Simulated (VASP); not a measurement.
# NaTa4As3 (R-3m) in VASP: single point with PBEsol

Aim: the single point of NaTa4As3 with PBEsol.

Program: VASP 6.6.1. These are calculated values, not measurements. Logs are shortened: lines on timing, memory, paths and dates and some standing lists are left out, and cuts for length are marked.

**1. The cell of the first run**

The structure is trigonal, space group R-3m (No. 166). The conventional cell has a = 4.079 Å, b = 4.079 Å, c = 34.162 Å, α = 90.00°, β = 90.00°, γ = 120.00°. Within 4.0 Å of Na (site symmetry -3m) lie 6 As at 3.04 Å and 6 Ta at 3.81 Å. Within 3.4 Å of Ta (site symmetry 3m) lie 4 As at 2.59 to 2.70 Å and 3 Ta at 2.85 Å. Ta (site symmetry 3m) has 4 As at 2.59 to 2.68 Å and 6 Ta at 2.85 to 3.20 Å within 3.4 Å. Within 3.4 Å of As (site symmetry 3m) lie 4 Ta at 2.59 to 2.68 Å and 3 Na at 3.04 Å. Within 3.4 Å of As (site symmetry -3m) lie 8 Ta at 2.59 to 2.70 Å.

**2. Single point, PBEsol**

Contents of INCAR:

```
PREC = Accurate
ENCUT = 520
EDIFF = 1E-6
ISMEAR = -1
SIGMA = 0.1
LREAL = F
LASPH = T
NELM = 80
ALGO = Normal
ISIF = 2
LWAVE = F
LCHARG = T
GGA = PS
LELF = T
LVHAR = T
NBANDS = 43
```

Contents of KPOINTS:

```
regular mesh
0
Gamma
  5 5 5
```

Contents of POSCAR:

```
NaTa4As3
1.0
    2.0393385622      3.5322380036      0.0000001055
   -2.0393385622      3.5322380036      0.0000001055
    0.0000000000     -2.3548256758     11.3874472690
Na Ta As
1 4 3
Direct
    0.5000000000      0.5000000000      0.5000000000
    0.0789382043      0.0789382043      0.2368146129
    0.9210617957      0.9210617957      0.7631853871
    0.3015765740      0.3015765740      0.9047297219
    0.6984234260      0.6984234260      0.0952702781
    0.2230759943      0.2230759943      0.6692279829
    0.7769240057      0.7769240057      0.3307720171
    0.0000000000      0.0000000000      0.0000000000
```

Potentials or basis: VASP PAW PBE potentials, release 64 (Na_pv, Ta_pv, As).

Launch:

```
$ cat potpaw_PBE.64/Na_pv/POTCAR potpaw_PBE.64/Ta_pv/POTCAR potpaw_PBE.64/As/POTCAR > POTCAR
$ mpirun -np 1 vasp_std > vasp.out
```

OUTCAR:

```text
PREC = Accurate
   ENCUT = 520
   EDIFF = 1E-6
   ISMEAR = -1
   LREAL = F
   LASPH = T
   NELM = 80
   ISIF = 2
   GGA = PS

 ion  position               nearest neighbor table
   1  0.500  0.500  0.500-
   2  0.079  0.079  0.237-   7 2.59   7 2.59   7 2.59   8 2.70   5 2.85   5 2.85   5 2.85
   3  0.921  0.921  0.763-   6 2.59   6 2.59   6 2.59   8 2.70   4 2.85   4 2.85   4 2.85
   4  0.302  0.302  0.905-   8 2.59   8 2.59   8 2.59   6 2.68   3 2.85   3 2.85   3 2.85   5 3.20
                             5 3.20   5 3.20
   5  0.698  0.698  0.095-   8 2.59   8 2.59   8 2.59   7 2.68   2 2.85   2 2.85   2 2.85   4 3.20
                             4 3.20   4 3.20
   6  0.223  0.223  0.669-   3 2.59   3 2.59   3 2.59   4 2.68
   7  0.777  0.777  0.331-   2 2.59   2 2.59   2 2.59   5 2.68
   8  0.000  0.000  0.000-   5 2.59   5 2.59   4 2.59   4 2.59   4 2.59   5 2.59   2 2.70   3 2.70

  LATTYP: Found a trigonal (rhomboedric) cell.
 ALAT       =    11.6283773274
 COS(alpha) =     0.9384865016

  Lattice vectors:

 A1 = (  -2.0393385622,   1.1774123278,  11.3874473745)
 A2 = (   0.0000000000,  -2.3548256758,  11.3874472690)
 A3 = (   2.0393385622,   1.1774123278,  11.3874473745)

Analysis of symmetry for initial positions (statically):
=====================================================================
 Subroutine PRICEL returns:
 Original cell was already a primitive cell.

 Routine SETGRP: Setting up the symmetry group for a
 trigonal (rhombohedral) supercell.

 Subroutine GETGRP returns: Found 12 space group operations
 (whereof 12 operations were pure point group operations)
 out of a pool of 12 trial point group operations.

The static configuration has the point symmetry D_3d.

Analysis of symmetry for dynamics (positions and initial velocities):
=====================================================================
 Subroutine PRICEL returns:
 Original cell was already a primitive cell.

 Routine SETGRP: Setting up the symmetry group for a
 trigonal (rhombohedral) supercell.

 Subroutine GETGRP returns: Found 12 space group operations
 (whereof 12 operations were pure point group operations)
 out of a pool of 12 trial point group operations.

The dynamic configuration has the point symmetry D_3d.

 Subroutine INISYM returns: Found 12 space group operations
 (whereof 12 operations are pure point group operations),
 and found     1 'primitive' translations

----------------------------------------------------------------------------------------

                                     Primitive cell

  volume of cell :     164.0573

  direct lattice vectors                    reciprocal lattice vectors
     2.039338562  3.532238004  0.000000105     0.245177534  0.141553314  0.029272002
    -2.039338562  3.532238004  0.000000105    -0.245177534  0.141553314  0.029272002
     0.000000000 -2.354825676 11.387447269     0.000000000 -0.000000003  0.087815993

  length of vectors
     4.078677124  4.078677124 11.628377327     0.284615906  0.284615906  0.087815993

  position of ions in fractional coordinates (direct lattice)
     0.500000000  0.500000000  0.500000000
     0.078938204  0.078938204  0.236814613
     0.921061796  0.921061796  0.763185387
     0.301576574  0.301576574  0.904729722
     0.698423426  0.698423426  0.095270278
     0.223075994  0.223075994  0.669227983
     0.776924006  0.776924006  0.330772017
     0.000000000  0.000000000  0.000000000

  ion indices of the primitive-cell ions
   primitive index   ion index
                 1           1
                 2           2
                 3           3
                 4           4
                 5           5
                 6           6
                 7           7
                 8           8

----------------------------------------------------------------------------------------

 KPOINTS: regular mesh

Automatic generation of k-mesh.
 Grid dimensions read from file:
 generate k-points for:    5    5    5

 Generating k-lattice:

  Cartesian coordinates                     Fractional coordinates (reciprocal lattice)
     0.049035507  0.028310663  0.005854400     0.200000000 -0.000000000  0.000000000
    -0.049035507  0.028310663  0.005854400    -0.000000000  0.200000000  0.000000000
     0.000000000 -0.000000001  0.017563199     0.000000000  0.000000000  0.200000000

  Length of vectors
     0.056923181  0.056923181  0.017563199

  Shift w.r.t. Gamma in fractional coordinates (k-lattice)
     0.000000000  0.000000000  0.000000000

 Subroutine IBZKPT returns following result:
 ===========================================

 Found     19 irreducible k-points:

 Following reciprocal coordinates:
            Coordinates               Weight
  0.000000  0.000000  0.000000      1.000000
  0.200000  0.000000  0.000000      6.000000
  0.400000  0.000000 -0.000000      6.000000
  0.200000  0.200000  0.000000      6.000000
  0.400000  0.200000  0.000000     12.000000
 -0.400000  0.200000 -0.000000     12.000000
[... 11 lines left out ...]
  0.000000  0.000000  0.400000      2.000000
  0.200000  0.000000  0.400000      6.000000
   k-points           NKPTS =     19   k-points in BZ     NKDIM =     19   number of bands    NBANDS=     43
   number of dos      NEDOS =    301   number of ions     NIONS =      8
   total plane-waves  NPLWV =  81000
   dimension x,y,z NGX =    30 NGY =   30 NGZ =   90
   dimension x,y,z NGXF=    60 NGYF=   60 NGZF=  180
   ions per type =               1   4   3
   NGX,Y,Z   is equivalent  to a cutoff of  12.23, 12.23, 12.87 a.u.
   NGXF,Y,Z  is equivalent  to a cutoff of  24.46, 24.46, 25.73 a.u.
 SYSTEM =  unknown system
   PREC   = accura    normal or accurate (medium, high low for compatibility)
   ISTART =      0    job   : 0-new  1-cont  2-samecut
   ICHARG =      2    charge: 1-file 2-atom 10-const
   ISPIN  =      1    spin polarized calculation?
   LNONCOLLINEAR =      F non collinear calculations
   LSORBIT =      F    spin-orbit coupling
   LASPH  =      T    aspherical Exc in radial PAW
   ENCUT  =  520.0 eV  38.22 Ry    6.18 a.u.   7.58  7.58 21.62*2*pi/ulx,y,z
   NELM   =     80;   NELMIN=  2; NELMDL= -5     # of ELM steps
   EDIFF  = 0.1E-05   stopping-criterion for ELM
   LREAL  =      F    real-space projection
   EDIFFG = 0.1E-04   stopping-criterion for IOM
   NSW    =      0    number of steps for IOM
   IBRION =     -1    ionic relax: 0-MD 1-quasi-New 2-CG
   NFREE  =      0    steps in history (QN), initial steepest desc. (CG)
   ISIF   =      2    stress and relaxation
   ISYM   =      2    0-nonsym 1-usesym 2-fastsym
   POTIM  = 0.5000    time-step for ionic-motion
   TEBEG  =    0.0;   TEEND  =   0.0 temperature during run
   PSTRESS=    0.0 pullay stress
   NELECT =      66.0000    total number of electrons
   NUPDOWN=      -1.0000    fix difference up-down
   EMIN   =  10.00;   EMAX   =-10.00  energy-range for DOS
   EFERMI =   0.00;   METHOD = LEGACY
   ISMEAR =    -1;   SIGMA  =   0.10  broadening in eV -4-tet -1-fermi 0-gaus
   EFERMI_NEDOS =   21; number of points for ismear=-14 and -15
   IALGO  =     38    algorithm
   IMIX   =      4    mixing-type and parameters
     AMIX     =   0.40;   BMIX     =  1.00
     AMIX_MAG =   1.60;   BMIX_MAG =  1.00
  volume/ion in A,a.u.               =      20.51       138.39
  Fermi-wavevector in a.u.,A,eV,Ry     =   1.208530  2.283791 19.871932  1.460546
  Thomas-Fermi vector in A             =   2.344135
   LORBIT       =      0    0 simple, 1 ext, 2 COOP (PROOUT), +10 PAW based schemes
   GGA     = PS    functional components
   LHFCALC =     F    Hartree Fock is set to
   AEXX    =    0.0000 exact exchange contribution
   IVDW    =     0    specifies the selected vdW correction
   LEPSILON=     F    determine dielectric tensor
   LRPA    =     F    only Hartree local field effects (RPA)
 non-spin polarized calculation
  energy-cutoff  :      520.00
  volume of cell :      164.06
 maximum number of plane-waves:      4449
 NGX is ok and might be reduce to    30
   NGX = 15   NGY = 15   NGZ = 43

 number of electron      65.9999991 magnetization

 Free energy of the ion-electron system (eV)
  ---------------------------------------------------
  ext. energy  EPLUGINS =         0.00000000
  ---------------------------------------------------
  free energy    TOTEN  =       -67.21131935 eV

  energy without entropy =      -67.12230581  energy(sigma->0) =      -67.16681258

 E-fermi :   4.7809     XC(G=0): -10.7296

 val. band max:        4.6369963057   @ k =   0.0000   0.0000   0.2000
 cond. band min:       4.9074235104   @ k =   0.2000   0.2000   0.2000
 fundamental gap:      0.2704272047
 Fermi energy:         4.7808932993

 k-point     1 :       0.0000    0.0000    0.0000
  band No.  band energies     occupation
      1     -29.8752      2.00000
      2     -29.8752      2.00000
      3     -29.8628      2.00000
      4     -29.8362      2.00000
      5     -29.8362      2.00000
      6     -29.8061      2.00000
[... 35 lines left out ...]
     42       8.1762      0.00000
     43       8.3675      0.00000

 k-point     2 :       0.2000    0.0000    0.0000
  band No.  band energies     occupation
      1     -29.9371      2.00000
      2     -29.9042      2.00000
      3     -29.9007      2.00000
      4     -29.8640      2.00000
      5     -29.8497      2.00000
      6     -29.8189      2.00000
[... 35 lines left out ...]
     42       7.8759      0.00000
     43       8.2351      0.00000

 k-point     3 :       0.4000    0.0000   -0.0000
  band No.  band energies     occupation
      1     -30.0145      2.00000
      2     -29.9506      2.00000
      3     -29.9365      2.00000
      4     -29.9018      2.00000
      5     -29.8713      2.00000
      6     -29.8581      2.00000
[... 689 lines left out ...]
      6     -29.8061      2.00000
[... 35 lines left out ...]
     42       8.0673      0.00000
     43       8.1464      0.00000

 k-point    19 :       0.2000    0.0000    0.4000
  band No.  band energies     occupation
      1     -29.9371      2.00000
      2     -29.9042      2.00000
      3     -29.9007      2.00000
      4     -29.8640      2.00000
      5     -29.8497      2.00000
      6     -29.8189      2.00000
[... 35 lines left out ...]
     42       7.7860      0.00000
     43       8.0880      0.00000

------------------------ aborting loop because EDIFF is reached ----------------------------------------

  FORCE on cell =-STRESS in cart. coord.  units (eV):
  Direction    XX          YY          ZZ          XY          YZ          ZX
  --------------------------------------------------------------------------------------
  -------------------------------------------------------------------------------------
  Total        0.3506561      0.3506561      0.4142839      0.0000000     -0.0000000      0.0000000
  in kB        3.4244929      3.4244929      4.0458800      0.0000000     -0.0000000      0.0000000
  external PRESSURE =       3.6316219 kB  Pullay stress =       0.0000000 kB

 VOLUME and BASIS-vectors are now :
 -----------------------------------------------------------------------------
  energy-cutoff  :      520.00
  volume of cell :      164.06
      direct lattice vectors                 reciprocal lattice vectors
     2.039338562  3.532238004  0.000000105     0.245177534  0.141553314  0.029272002
    -2.039338562  3.532238004  0.000000105    -0.245177534  0.141553314  0.029272002
     0.000000000 -2.354825676 11.387447269     0.000000000 -0.000000003  0.087815993

 POSITION                                       TOTAL-FORCE (eV/Angst)
 -----------------------------------------------------------------------------------
      0.00000      2.35483      5.69372        -0.000000      0.000000      0.000000
      0.00000     -0.00000      2.69671         0.000000      0.000000     -0.005828
      0.00000      4.70965      8.69073         0.000000     -0.000000      0.005828
      0.00000     -0.00000     10.30256         0.000000      0.000000     -0.020908
      0.00000      4.70965      1.08489         0.000000     -0.000000      0.020908
      0.00000     -0.00000      7.62080         0.000000      0.000000     -0.046209
      0.00000      4.70965      3.76665         0.000000     -0.000000      0.046209
      0.00000      0.00000      0.00000         0.000000      0.000000      0.000000
 -----------------------------------------------------------------------------------
    total drift:                               -0.000000      0.000000     -0.000000

  FREE ENERGIE OF THE ION-ELECTRON SYSTEM (eV)
  ---------------------------------------------------
  free  energy   TOTEN  =       -67.2113193502 eV

  energy  without entropy=      -67.1223058113  energy(sigma->0) =      -67.16681258
```

Run time: 2.1 min. Hardware: 1 thread of Intel Xeon Platinum 8488C (Sapphire Rapids), shared host; peak memory 0.33 GiB.

Results:

```
Free energy            : -67.2113 eV
Pressure               : 0.4 GPa
Largest force          : 0.046 eV/Å
Band gap on the k mesh : zero (band 33 reaches 5.69 eV, above the bottom of band 34 at 4.41 eV)
```

Forces in eV/Å, atoms in the order of the input:
```
Na   0.000  0.000  0.000
Ta   0.000  0.000 -0.006
Ta   0.000  0.000  0.006
Ta   0.000  0.000 -0.021
Ta   0.000  0.000  0.021
As   0.000  0.000 -0.046
As   0.000  0.000  0.046
As   0.000  0.000  0.000
```

Levels at points of the mesh, in eV from the Fermi level:
```
           k point  band 29  band 30  band 31  band 32  band 33  band 34  band 35  band 36  band 37  band 38
(0.00, 0.00, 0.00)    -2.33    -0.49    -0.49    -0.15     0.37     0.86     0.86     0.97     1.24     1.24
```

Caveat: the PAW data sets were made with another functional, which shifts forces and pressure a little; spin-orbit coupling is left out, which moves the levels of the heavy elements.
